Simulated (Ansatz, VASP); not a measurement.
**Two plane-wave programs on Re**

```xyz
2
Lattice="2.7423 0.0000 0.0000 -1.3711 2.3749 0.0000 0.0000 0.0000 4.4283" Properties=species:S:1:pos:R:3 pbc="T T T"
Re    1.3711    0.7916    3.3212
Re    0.0000    1.5833    1.1071
```

Alike in both runs: task single point; functional PBE; dispersion D3(BJ); k mesh 11 × 11 × 6; occupations fermi-dirac, width 0.05 eV; no spin polarisation.

|  | VASP | Ansatz |
| --- | --- | --- |
| version | VASP 6.6.1 | Ansatz 0.2.0 |
| potentials or method | VASP PAW PBE potentials, release 64 (Re) | Ansatz PAW |
| plane-wave cutoff (eV) | 520 | 420 |
| valence electrons in the cell | 14 | 30 |

VASP gave:

| Item | Value |
| --- | --- |
| gap on the k mesh at the Fermi level (eV) | none |
| pressure (GPa) | 6.3 |
| traceless stress, the component that is largest in VASP (GPa) | 0.14 |

Task: Estimate Ansatz's values.

Result: gap on the k mesh at the Fermi level (eV): none; pressure (GPa): 6.6; traceless stress, the component that is largest in VASP (GPa): 0.26.

A gap of «none» marks a metal or a gap that the smearing closes. VASP's potentials hold 14 valence electrons a cell and Ansatz's 30, so a difference there can come from the potentials and not from the codes.

Spin-orbit coupling is off throughout.
